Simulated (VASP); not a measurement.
A run of VASP 6.6.1:

INCAR

```
SYSTEM = KCl
  PREC = Accurate
  ENCUT = 520
  EDIFF = 1E-6
  ISMEAR = 0
  SIGMA = 0.05
  LREAL = .False.
  LASPH = .True.
  NELM = 100
  ALGO = Normal
  ISIF = 2
  LWAVE = .False.
  LCHARG = .True.
  GGA = PE
  LELF = .True.
  LVHAR = .True.
  NBANDS = 15
```

Contents of KPOINTS:

```
Automatic mesh
0
Gamma
  6 6 6
  0 0 0
```

The input POSCAR:

```
KCl
1.0
    0.0000000000      3.1561000000      3.1561000000
    3.1561000000      0.0000000000      3.1561000000
    3.1561000000      3.1561000000      0.0000000000
K Cl
1 1
Direct
   -0.0950540224      0.0000000000      0.0000000000
    0.5000000000      0.5000000000      0.5000000000
```

Potentials or basis: VASP PAW PBE potentials, release 64 (K_sv, Cl).

Launch:

```bash
$ cat potpaw_PBE.64/K_sv/POTCAR potpaw_PBE.64/Cl/POTCAR > POTCAR
$ mpirun -np 1 vasp_std > vasp.out
```

Hardware: 1 thread of AMD EPYC 7R43 64-Core Processor (Zen 3), with other jobs on the host.

**Question.** How long does it take, and how much memory?

**Answer.** Wall time 91 s on 1 thread of AMD EPYC 7R43 64-Core Processor (Zen 3), with other jobs on the host, peak memory 0.17 GiB. Counts: scf iterations 14, k points 46.
